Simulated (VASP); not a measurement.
Wanted: the native input for a VASP 6.6.1 run.

```yaml
Task: single point
Functional: PBEsol
Potentials_or_basis: VASP PAW PBE potentials, release 64 (Al)
Cutoff: 400 eV
k_mesh: 3 × 3 × 1
Occupations: fermi-dirac, width 0.15 eV
Spin: no spin polarisation
Dipole_correction: no
Further_INCAR_settings: ALGO = Normal; EDIFF = 1e-06; NBANDS = 32; NELMDL = -8
```

The structure of Al lies in POSCAR:

```
Al
1.0
    5.7275650000      0.0000000000      0.0000000000
    2.8637820000      4.9602170000      0.0000000000
    0.0000000000      0.0000000000     17.6765370000
Al
13
Direct
    0.1666684945      0.1666660955      0.0565721668
    0.6666715499      0.1666660955      0.0565721668
    0.1666709227      0.6666643818      0.0565721668
    0.6666739781      0.6666643818      0.0565721668
   -0.1632027804      0.3325862558      0.1981949292
    0.3589462209      0.2980716368      0.1892338980
   -0.1492222782      0.8222624131      0.1850588721
    0.3819872339      0.8229478670      0.1845610370
    0.0134461496     -0.0155436748      0.3177432322
    0.5257122999      0.0011693037      0.3147109640
    0.0548107863      0.4804023695      0.3163289280
    0.5354882717      0.5130823914      0.3309584903
    0.2980896469      0.9182864379      0.4338915479
```

These files were run (other wordings do the same):

INCAR

```
SYSTEM = Al
  ALGO = Normal
  EDIFF = 1E-6
  ENCUT = 400
  GGA = PS
  GGA_COMPAT = .FALSE.
  ISIF = 2
  ISMEAR = -1
  LASPH = .TRUE.
  LCHARG = .TRUE.
  LELF = .TRUE.
  LREAL = .FALSE.
  LVHAR = .TRUE.
  LWAVE = .FALSE.
  NBANDS = 32
  NELM = 120
  NELMDL = -8
  PREC = Accurate
  SIGMA = 0.15
```

KPOINTS

```
k-points
0
G
  3 3 1
  0 0 0
```

Potentials or basis: VASP PAW PBE potentials, release 64 (Al).

Command:

```bash
$ cat potpaw_PBE.64/Al/POTCAR > POTCAR
$ mpirun -np 1 vasp_std > vasp.out
```

It gave:

The largest force is 1.241 eV/Å.

Caveat: the k points lie up to 0.42 Å⁻¹ apart; the PAW data sets were made with another functional, which shifts forces and pressure a little.

Wall time 2.7 min on 1 thread of AMD EPYC 7R13 (shared host), peak memory 0.4 GiB.
